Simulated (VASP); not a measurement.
Write the native input for VASP 6.6.1 that does the following.

* Task: single point
* Functional: r2SCAN
* Potentials or basis: VASP PAW PBE potentials, release 64 (Na_pv)
* Cutoff: 550 eV
* k mesh: 9 × 9 × 9
* Occupations: fermi-dirac, width 0.05 eV
* Spin: no spin polarisation
* Dipole correction: no
* Further INCAR settings: ALGO = Normal; EDIFF = 1e-06; NBANDS = 10

The system is Na.

```
Na
1.0
    -2.16917    2.16917    2.16917
     2.16917   -2.16917    2.16917
     2.16917    2.16917   -2.16917
Na
1
Direct
  0.00000 0.00000 0.00000
```

This cell differs from its parent crystal: volume scaled by 1.04.

The input as run:

POSCAR

```
Na
1.0
   -2.1691742836      2.1691742836      2.1691742836
    2.1691742836     -2.1691742836      2.1691742836
    2.1691742836      2.1691742836     -2.1691742836
Na
1
Direct
    0.0000000000      0.0000000000      0.0000000000
```

INCAR.step1

```
  ALGO = Normal
  EDIFF = 1E-5
  ENCUT = 550
  GGA = PE
  GGA_COMPAT = False
  ISMEAR = -1
  LASPH = True
  LCHARG = False
  LREAL = False
  LWAVE = True
  NBANDS = 10
  NELM = 120
  PREC = Accurate
  SIGMA = 0.05
```

INCAR.step2

```
  ALGO = Normal
  EDIFF = 1E-6
  ENCUT = 550
  GGA_COMPAT = False
  ISIF = 2
  ISMEAR = -1
  ISTART = 1
  LASPH = True
  LCHARG = True
  LELF = True
  LMIXTAU = True
  LREAL = False
  LVHAR = True
  LWAVE = False
  METAGGA = R2SCAN
  NBANDS = 10
  NELM = 120
  PREC = Accurate
  SIGMA = 0.05
```

KPOINTS

```
k-points
0
Gamma
  9 9 9
```

Potentials or basis: VASP PAW PBE potentials, release 64 (Na_pv).

Run with:

```bash
$ cat potpaw_PBE.64/Na_pv/POTCAR > POTCAR
$ cp INCAR.step1 INCAR
$ mpirun -np 1 vasp_std > vasp.out
$ cp INCAR.step2 INCAR
$ mpirun -np 1 vasp_std > vasp.out
```

It gave:

| Property | Result |
| --- | --- |
| Pressure | -0.6 GPa |

Caveat: the PAW data sets were made with another functional, which shifts forces and pressure a little.

Wall time 92 s on 1 thread of Intel Xeon 8259CL, with other jobs on the host, peak memory 0.16 GiB.
